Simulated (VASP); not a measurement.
# TaTlO3 (Amm2) in VASP: a series of runs

The runs below take TaTlO3 through single point, with LDA.

All numbers are computed with VASP 6.6.1; they aren't measurements. Logs are shortened: lines on timing, memory, paths and dates and some standing lists are left out, and cuts for length are marked.

## 1. The cell of the first run

Symmetry: Amm2, No. 38, orthorhombic system. The conventional cell has a = 4.083 Å, b = 5.774 Å, c = 5.774 Å, α = 90.00°, β = 90.00°, γ = 90.00°. Within 2.4 Å of Ta (site symmetry mm2) lie 6 O at 1.84 to 2.26 Å. Within 3.8 Å of Tl (site symmetry mm2) lie 12 O at 2.89 Å and 8 Ta at 3.30 to 3.78 Å. Within 2.7 Å of O (site symmetry mm2) lie 2 Ta at 2.06 Å. O (site symmetry m) has 2 Ta at 1.84 to 2.26 Å within 2.4 Å.

## 2. Single point, LDA (all Ta atoms moved -0.300 Å, as atom 1 along Cartesian [1 -1 0])

INCAR

```
SYSTEM = TaTlO3
PREC = Accurate
ENCUT = 520
EDIFF = 1E-6
ISMEAR = 0
SIGMA = 0.05
LREAL = .False.
LASPH = .True.
NELM = 100
ALGO = Normal
ISIF = 2
LWAVE = .False.
LCHARG = .False.
NBANDS = 29
```

KPOINTS

```
Automatic mesh
0
Gamma
  8 8 8
  0 0 0
```

POSCAR

```
TaTlO3
1.0
    4.0828480000      0.0000000000      0.0000000000
    0.0000000000      4.0828480000      0.0000000000
    0.0000000000      0.0000000000      4.0828480000
Ta Tl O
1 1 3
Direct
    0.4480431223      0.5519568777      0.5000000000
    0.0000000000      0.0000000000      0.0000000000
    0.5000000000      0.5000000000      0.0000000000
    0.5000000000      0.0000000000      0.5000000000
    0.0000000000      0.5000000000      0.5000000000
```

Potentials or basis: VASP PAW LDA potentials, release 64 (Ta_pv, Tl_d, O).

Started as:

```console
$ cat potpaw_LDA.64/Ta_pv/POTCAR potpaw_LDA.64/Tl_d/POTCAR potpaw_LDA.64/O/POTCAR > POTCAR
$ mpirun -np 1 vasp_std > vasp.out
```

OUTCAR:

```text
SYSTEM = TaTlO3
   PREC = Accurate
   ENCUT = 520
   EDIFF = 1E-6
   ISMEAR = 0
   LREAL = .False.
   LASPH = .True.
   NELM = 100
   ISIF = 2

 ion  position               nearest neighbor table
   1  0.448  0.552  0.500-   4 1.84   5 1.84   3 2.06   3 2.06   5 2.26   4 2.26   2 3.30   2 3.30
                             2 3.55   2 3.55   2 3.55   2 3.55   2 3.78   2 3.78
   2  0.000  0.000  0.000-   3 2.89   4 2.89   5 2.89   4 2.89   5 2.89   3 2.89   5 2.89   5 2.89
                             3 2.89   4 2.89   4 2.89   3 2.89   1 3.30   1 3.30   1 3.55   1 3.55
   3  0.500  0.500  0.000-   1 2.06   1 2.06   2 2.89   2 2.89   2 2.89   2 2.89
   4  0.500  0.000  0.500-   1 1.84   1 2.26   2 2.89   2 2.89   2 2.89   2 2.89
   5  0.000  0.500  0.500-   1 1.84   1 2.26   2 2.89   2 2.89   2 2.89   2 2.89

  LATTYP: Found a simple cubic cell.
 ALAT       =     4.0828480000

  Lattice vectors:

 A1 = (   4.0828480000,   0.0000000000,   0.0000000000)
 A2 = (   0.0000000000,   4.0828480000,   0.0000000000)
 A3 = (   0.0000000000,   0.0000000000,   4.0828480000)

Analysis of symmetry for initial positions (statically):
=====================================================================
 Subroutine PRICEL returns:
 Original cell was already a primitive cell.

 Routine SETGRP: Setting up the symmetry group for a
 simple cubic supercell.

 Subroutine GETGRP returns: Found  4 space group operations
 (whereof  4 operations were pure point group operations)
 out of a pool of 48 trial point group operations.

The static configuration has the point symmetry C_2v.

Analysis of symmetry for dynamics (positions and initial velocities):
=====================================================================
 Subroutine PRICEL returns:
 Original cell was already a primitive cell.

 Routine SETGRP: Setting up the symmetry group for a
 simple cubic supercell.

 Subroutine GETGRP returns: Found  4 space group operations
 (whereof  4 operations were pure point group operations)
 out of a pool of 48 trial point group operations.

The dynamic configuration has the point symmetry C_2v.

 Subroutine INISYM returns: Found  4 space group operations
 (whereof  4 operations are pure point group operations),
 and found     1 'primitive' translations

----------------------------------------------------------------------------------------

                                     Primitive cell

  volume of cell :      68.0596

  direct lattice vectors                    reciprocal lattice vectors
     4.082848000  0.000000000  0.000000000     0.244927071  0.000000000  0.000000000
     0.000000000  4.082848000  0.000000000     0.000000000  0.244927071  0.000000000
     0.000000000  0.000000000  4.082848000     0.000000000  0.000000000  0.244927071

  length of vectors
     4.082848000  4.082848000  4.082848000     0.244927071  0.244927071  0.244927071

  position of ions in fractional coordinates (direct lattice)
     0.448043122  0.551956878  0.500000000
     0.000000000  0.000000000  0.000000000
     0.500000000  0.500000000  0.000000000
     0.500000000  0.000000000  0.500000000
     0.000000000  0.500000000  0.500000000

  ion indices of the primitive-cell ions
   primitive index   ion index
                 1           1
                 2           2
                 3           3
                 4           4
                 5           5

----------------------------------------------------------------------------------------

 KPOINTS: Automatic mesh

Automatic generation of k-mesh.
 Grid dimensions read from file:
 generate k-points for:    8    8    8

 Generating k-lattice:

  Cartesian coordinates                     Fractional coordinates (reciprocal lattice)
     0.030615884  0.000000000  0.000000000     0.125000000  0.000000000  0.000000000
     0.000000000  0.030615884  0.000000000     0.000000000  0.125000000  0.000000000
     0.000000000  0.000000000  0.030615884     0.000000000  0.000000000  0.125000000

  Length of vectors
     0.030615884  0.030615884  0.030615884

  Shift w.r.t. Gamma in fractional coordinates (k-lattice)
     0.000000000  0.000000000  0.000000000

 Subroutine IBZKPT returns following result:
 ===========================================

 Found    105 irreducible k-points:

 Following reciprocal coordinates:
            Coordinates               Weight
  0.000000  0.000000  0.000000      1.000000
  0.125000  0.000000  0.000000      4.000000
  0.000000  0.000000  0.125000      2.000000
  0.250000  0.000000  0.000000      4.000000
  0.000000  0.000000  0.250000      2.000000
  0.375000  0.000000  0.000000      4.000000
[... 16 lines left out ...]
  0.125000  0.000000  0.500000      4.000000
  0.250000  0.250000  0.000000      2.000000
 [... further k-points ...]
   k-points           NKPTS =    105   k-points in BZ     NKDIM =    105   number of bands    NBANDS=     29
   number of dos      NEDOS =    301   number of ions     NIONS =      5
   total plane-waves  NPLWV =  27000
   dimension x,y,z NGX =    30 NGY =   30 NGZ =   30
   dimension x,y,z NGXF=    60 NGYF=   60 NGZF=   60
   ions per type =               1   1   3
   NGX,Y,Z   is equivalent  to a cutoff of  12.22, 12.22, 12.22 a.u.
   NGXF,Y,Z  is equivalent  to a cutoff of  24.43, 24.43, 24.43 a.u.
 SYSTEM =  TaTlO3
   PREC   = accura    normal or accurate (medium, high low for compatibility)
   ISTART =      0    job   : 0-new  1-cont  2-samecut
   ICHARG =      2    charge: 1-file 2-atom 10-const
   ISPIN  =      1    spin polarized calculation?
   LNONCOLLINEAR =      F non collinear calculations
   LSORBIT =      F    spin-orbit coupling
   LASPH  =      T    aspherical Exc in radial PAW
   ENCUT  =  520.0 eV  38.22 Ry    6.18 a.u.   7.59  7.59  7.59*2*pi/ulx,y,z
   NELM   =    100;   NELMIN=  2; NELMDL= -5     # of ELM steps
   EDIFF  = 0.1E-05   stopping-criterion for ELM
   LREAL  =      F    real-space projection
   EDIFFG = 0.1E-04   stopping-criterion for IOM
   NSW    =      0    number of steps for IOM
   IBRION =     -1    ionic relax: 0-MD 1-quasi-New 2-CG
   NFREE  =      0    steps in history (QN), initial steepest desc. (CG)
   ISIF   =      2    stress and relaxation
   ISYM   =      2    0-nonsym 1-usesym 2-fastsym
   POTIM  = 0.5000    time-step for ionic-motion
   TEBEG  =    0.0;   TEEND  =   0.0 temperature during run
   PSTRESS=    0.0 pullay stress
   NELECT =      42.0000    total number of electrons
   NUPDOWN=      -1.0000    fix difference up-down
   EMIN   =  10.00;   EMAX   =-10.00  energy-range for DOS
   EFERMI =   0.00;   METHOD = LEGACY
   ISMEAR =     0;   SIGMA  =   0.05  broadening in eV -4-tet -1-fermi 0-gaus
   EFERMI_NEDOS =   21; number of points for ismear=-14 and -15
   IALGO  =     38    algorithm
   IMIX   =      4    mixing-type and parameters
     AMIX     =   0.40;   BMIX     =  1.00
     AMIX_MAG =   1.60;   BMIX_MAG =  1.00
  volume/ion in A,a.u.               =      13.61        91.86
  Fermi-wavevector in a.u.,A,eV,Ry     =   1.393782  2.633865 26.431046  1.942627
  Thomas-Fermi vector in A             =   2.517394
   LORBIT       =      0    0 simple, 1 ext, 2 COOP (PROOUT), +10 PAW based schemes
   GGA     = CA    functional components
   LHFCALC =     F    Hartree Fock is set to
   AEXX    =    0.0000 exact exchange contribution
   IVDW    =     0    specifies the selected vdW correction
   LEPSILON=     F    determine dielectric tensor
   LRPA    =     F    only Hartree local field effects (RPA)
 non-spin polarized calculation
 Gauss-broadening in eV      SIGMA  =   0.05
  energy-cutoff  :      520.00
  volume of cell :       68.06
 maximum number of plane-waves:      1856
   NGX = 15   NGY = 15   NGZ = 15

 number of electron      41.9999975 magnetization

 Free energy of the ion-electron system (eV)
  ---------------------------------------------------
  ext. energy  EPLUGINS =         0.00000000
  ---------------------------------------------------
  free energy    TOTEN  =       -43.79304651 eV

  energy without entropy =      -43.79304651  energy(sigma->0) =      -43.79304651

 E-fermi :   4.8222     XC(G=0): -11.7114

 val. band max:        4.5939655123   @ k =   0.5000   0.0000   0.0000
 cond. band min:       6.1726100022   @ k =   0.0000   0.0000   0.0000
 fundamental gap:      1.5786444899
 Fermi energy:         4.8221631227

 k-point     1 :       0.0000    0.0000    0.0000
  band No.  band energies     occupation
      1     -30.7031      2.00000
      2     -30.6614      2.00000
      3     -30.5166      2.00000
      4     -13.9573      2.00000
      5     -13.1027      2.00000
      6     -12.8499      2.00000
[... 21 lines left out ...]
     28      12.4153      0.00000
     29      12.5825      0.00000

 k-point     2 :       0.1250    0.0000    0.0000
  band No.  band energies     occupation
      1     -30.7083      2.00000
      2     -30.6653      2.00000
      3     -30.5162      2.00000
      4     -13.8822      2.00000
      5     -13.0609      2.00000
      6     -12.8393      2.00000
[... 21 lines left out ...]
     28      12.2832      0.00000
     29      12.4347      0.00000

 k-point     3 :       0.0000    0.0000    0.1250
  band No.  band energies     occupation
      1     -30.7028      2.00000
      2     -30.6610      2.00000
      3     -30.5258      2.00000
      4     -13.9115      2.00000
      5     -13.0978      2.00000
      6     -12.7770      2.00000
[... 21 lines left out ...]
     28      12.4155      0.00000
     29      12.4825      0.00000

 k-point     4 :       0.2500    0.0000    0.0000
  band No.  band energies     occupation
      1     -30.7246      2.00000
      2     -30.6708      2.00000
      3     -30.5153      2.00000
      4     -13.7187      2.00000
      5     -12.9457      2.00000
      6     -12.7958      2.00000
[... 597 lines left out ...]
     28      11.6170      0.00000
     29      12.3580      0.00000

 k-point    23 :       0.1250    0.0000    0.5000
  band No.  band energies     occupation
      1     -30.7060      2.00000
      2     -30.6627      2.00000
      3     -30.5784      2.00000
      4     -13.6263      2.00000
      5     -13.0261      2.00000
      6     -12.2188      2.00000
[... 21 lines left out ...]
     28      11.5542      0.00000
     29      11.8575      0.00000

 k-point    24 :       0.2500    0.2500    0.0000
  band No.  band energies     occupation
      1     -30.7346      2.00000
      2     -30.6915      2.00000
      3     -30.5141      2.00000
      4     -13.4074      2.00000
      5     -12.8510      2.00000
      6     -12.7596      2.00000
[... 21 lines left out ...]
     28      11.5508      0.00000
     29      12.6355      0.00000

 [... further k-points ...]

------------------------ aborting loop because EDIFF is reached ----------------------------------------

  FORCE on cell =-STRESS in cart. coord.  units (eV):
  Direction    XX          YY          ZZ          XY          YZ          ZX
  --------------------------------------------------------------------------------------
  -------------------------------------------------------------------------------------
  Total       -0.3979442     -0.3979442     -4.7281887     -0.1340155      0.0000000      0.0000000
  in kB       -9.3679200     -9.3679200   -111.3052742     -3.1548305      0.0000000      0.0000000
  external PRESSURE =     -43.3470380 kB  Pullay stress =       0.0000000 kB

 VOLUME and BASIS-vectors are now :
 -----------------------------------------------------------------------------
  energy-cutoff  :      520.00
  volume of cell :       68.06
      direct lattice vectors                 reciprocal lattice vectors
     4.082848000  0.000000000  0.000000000     0.244927071  0.000000000  0.000000000
     0.000000000  4.082848000  0.000000000     0.000000000  0.244927071  0.000000000
     0.000000000  0.000000000  4.082848000     0.000000000  0.000000000  0.244927071

 POSITION                                       TOTAL-FORCE (eV/Angst)
 -----------------------------------------------------------------------------------
      1.82929      2.25356      2.04142         1.654229     -1.654229      0.000000
      0.00000      0.00000      0.00000        -0.505867      0.505867      0.000000
      2.04142      2.04142      0.00000        -0.235229      0.235229      0.000000
      2.04142      0.00000      2.04142        -0.165547      0.747584      0.000000
      0.00000      2.04142      2.04142        -0.747584      0.165547      0.000000
 -----------------------------------------------------------------------------------
    total drift:                                0.000049     -0.000049     -0.000000

  FREE ENERGIE OF THE ION-ELECTRON SYSTEM (eV)
  ---------------------------------------------------
  free  energy   TOTEN  =       -43.7930465116 eV

  energy  without entropy=      -43.7930465116  energy(sigma->0) =      -43.79304651
```

Wall time 71 s (1 thread of Intel Xeon 6975P-C (Granite Rapids), shared host); peak memory 0.3 GiB.

What came out:

```yaml
Free_energy: -43.7930 eV
Pressure: -4.3 GPa
Largest_force: 2.339 eV/Å
Band_gap_on_the_k_mesh: 1.58 eV, indirect (least direct gap 1.76 eV)
```

Forces on the atoms (eV/Å):
```
Ta   1.654 -1.654  0.000
Tl  -0.506  0.506  0.000
O   -0.235  0.235  0.000
O   -0.166  0.748  0.000
O   -0.748  0.166  0.000
```

Stress tensor (GPa, compression positive):
```
 -0.94  -0.32   0.00
 -0.32  -0.94   0.00
  0.00   0.00 -11.13
```

Levels at points of the mesh, in eV from the valence-band top:
```
           k point  band 18  band 19  band 20  band 21  band 22  band 23  band 24  band 25
(0.00, 0.00, 0.00)    -2.90    -2.86    -2.47    -2.19     1.58     1.96     2.45     5.22
(0.50, 0.00, 0.00)    -2.77    -2.65    -2.09     0.00     1.76     2.98     3.59     3.79
(0.00, 0.00, 0.50)    -3.13    -2.74    -2.65    -0.16     2.32     3.05     3.06     3.66
(0.50, 0.50, 0.00)    -3.21    -2.71    -1.65    -0.96     3.41     3.71     4.17     5.07
(0.00, 0.50, 0.50)    -3.00    -2.86    -1.45    -0.77     3.20     3.79     4.25     4.83
(0.50, 0.50, 0.50)    -3.32    -1.71    -1.43    -1.40     4.36     4.45     4.67     6.45
```

Caveat: the cell differs from its parent crystal (all Ta atoms moved -0.300 Å, as atom 1 along Cartesian [1 -1 0]); spin-orbit coupling is left out, which moves the levels of the heavy elements; forces of over 1 eV/Å act on the atoms, so gaps and moduli don't describe the material at rest.

## 3. Single point, LDA (all Ta atoms moved -0.150 Å, as atom 1 along Cartesian [1 -1 0])

INCAR

```
SYSTEM = TaTlO3
  ALGO = Normal
  EDIFF = 1E-6
  ENCUT = 520
  GGA = CA
  ISIF = 2
  ISMEAR = 0
  LASPH = .TRUE.
  LCHARG = .FALSE.
  LREAL = .FALSE.
  LWAVE = .FALSE.
  NBANDS = 29
  NELM = 100
  PREC = Accurate
  SIGMA = 0.05
```

KPOINTS

```
k-points
0
G
  8 8 8
  0 0 0
```

Changes to POSCAR since step 2:

```diff
@@ -8,3 +8,3 @@
 Direct
-    0.4480431223      0.5519568777      0.5000000000
+    0.4740215611      0.5259784389      0.5000000000
     0.0000000000      0.0000000000      0.0000000000
```

Potentials or basis: VASP PAW LDA potentials, release 64 (Ta_pv, Tl_d, O).

Started as:

```console
$ cat potpaw_LDA.64/Ta_pv/POTCAR potpaw_LDA.64/Tl_d/POTCAR potpaw_LDA.64/O/POTCAR > POTCAR
$ mpirun -np 1 vasp_std > vasp.out
```

Wall time 75 s (1 thread of Intel Xeon 6975P-C (Granite Rapids), shared host); peak memory 0.29 GiB.

It converged, with:

```yaml
Free_energy: -43.9519 eV
Pressure: -9.3 GPa
Largest_force: 0.346 eV/Å
Band_gap_on_the_k_mesh: 0.90 eV, indirect (least direct gap 0.96 eV)
```

Forces in eV/Å, atoms in the order of the input:
```
Ta   0.120 -0.120  0.000
Tl  -0.245  0.245  0.000
O   -0.073  0.073  0.000
O   -0.074 -0.272  0.000
O    0.272  0.074  0.000
```

Stress tensor (GPa, compression positive):
```
 -8.41  -0.33   0.00
 -0.33  -8.41   0.00
  0.00   0.00 -10.95
```

Levels at points of the mesh, in eV from the valence-band top:
```tsv
k point	band 17	band 18	band 19	band 20	band 21	band 22	band 23	band 24	band 25	band 26
(0.00, 0.00, 0.00)	-2.63	-2.51	-2.48	-2.38	-2.31	0.90	1.05	1.21	4.79	4.90
(0.50, 0.00, 0.00)	-3.41	-2.52	-2.34	-2.13	0.00	0.96	3.05	3.22	3.27	4.83
(0.00, 0.00, 0.50)	-3.48	-2.55	-2.52	-2.31	-0.04	1.19	3.03	3.07	3.23	4.88
(0.50, 0.50, 0.00)	-3.49	-3.44	-2.98	-1.46	-0.92	3.23	3.29	4.35	5.06	5.16
(0.00, 0.50, 0.50)	-3.48	-3.35	-3.06	-1.39	-0.88	3.18	3.33	4.32	4.99	5.10
(0.50, 0.50, 0.50)	-6.04	-3.26	-1.52	-1.45	-1.44	4.32	4.36	4.40	6.61	6.65
```

Caveat: the cell differs from its parent crystal (all Ta atoms moved -0.150 Å, as atom 1 along Cartesian [1 -1 0]); spin-orbit coupling is left out, which moves the levels of the heavy elements. A k mesh can miss the band edges.
